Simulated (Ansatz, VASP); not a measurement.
# Re in VASP and in Ansatz

File INCAR:

```
  PREC = Accurate
  ENCUT = 600
  EDIFF = 1E-7
  ISMEAR = 0
  SIGMA = 0.05
  LREAL = F
  LASPH = T
  NELM = 80
  ALGO = Normal
  ISIF = 3
  LWAVE = F
  LCHARG = F
  GGA = PS
  IBRION = 2
  NSW = 80
  EDIFFG = -0.01
```

File KPOINTS:

```
Automatic mesh
0
Gamma
  18 18 10
```

Contents of POSCAR:

```
Re
1.0
    2.7600000000      0.0000000000      0.0000000000
   -1.3800000000      2.3902301144      0.0000000000
    0.0000000000      0.0000000000      4.4574000000
Re
2
Direct
    0.3333333333      0.6666666667      0.7500000000
    0.6666666667      0.3333333333      0.2500000000
```

Input for Ansatz:

```yaml
crystal:
  lattice:
    - [2.76, 0.0, 0.0]
    - [-1.38, 2.3902301144, 0.0]
    - [0.0, 0.0, 4.4574]
  atoms:
    - { symbol: Re, position: [0.3333333333, 0.6666666667, 0.75] }
    - { symbol: Re, position: [0.6666666667, 0.3333333333, 0.25] }
basis:
  ecutwfc: 420
  ecutrho_ratio: 4
kpoints:
  mp_grid: { grid: [18, 18, 10] }
hamiltonian:
  xc: pbesol
scf:
  occupations: { method: gaussian, width: 0.05 }
output:
  forces: true
  stress: true
  eigenvalues: true
relax:
  f_tol: 0.01
  max_steps: 60
  cell: { stress_tol: 0.15 }
```

Alike in both runs: task relaxation of cell and atoms; functional PBEsol; k mesh 18 × 18 × 10; occupations gaussian, width 0.05 eV; no spin polarisation.

|  | VASP | Ansatz |
| --- | --- | --- |
| version | VASP 6.6.1 | Ansatz 0.2.0 |
| potentials or method | VASP PAW PBE potentials, release 64 (Re), cutoff 600 eV | scalar-relativistic, plane waves, PAW |
| valence electrons in the cell | 14 | 30 |

```csv
,VASP,Ansatz,Ansatz less VASP
relaxed volume (Å³/atom),14.56,14.55,-0.005
relaxed cell length with the largest relative difference (Å),4.446,4.445,-0.0008
```

VASP's potentials were made for PBE, not for PBEsol. VASP's potentials hold 14 valence electrons a cell and Ansatz's 30, so a difference there can come from the potentials and not from the codes.

Neither program's run includes spin-orbit coupling.
